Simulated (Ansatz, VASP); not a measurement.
MgS in VASP and in Ansatz

```
CELL_PARAMETERS angstrom
0.00000 2.53393 2.53393
2.53393 0.00000 2.53393
2.53393 2.53393 0.00000
ATOMIC_POSITIONS crystal
Mg 0.00000 0.00000 0.00000
S 0.50000 0.50000 0.50000
```

Alike in both runs: task single point; functional PBE; k mesh 8 × 8 × 8; occupations gaussian, width 0.02 eV; no spin polarisation.

```csv
,VASP,Ansatz
version,VASP 6.6.1,Ansatz 0.2.0
potentials or method,"VASP PAW PBE potentials, release 64 (Mg, S), cutoff 520 eV","scalar-relativistic, plane waves, PAW"
valence electrons in the cell,8,16
```

```csv
,VASP,Ansatz,Ansatz less VASP
gap on the k mesh at the Fermi level (eV),2.94,2.95,+0.010
least direct gap on the mesh (eV),4.37,4.38,+0.009
pressure (GPa),8.1,8.5,+0.33
```

The functional is the same, so the differences come from potentials, cutoffs and numerics. VASP's potentials hold 8 valence electrons a cell and Ansatz's 16, so a difference there can come from the potentials and not from the codes.
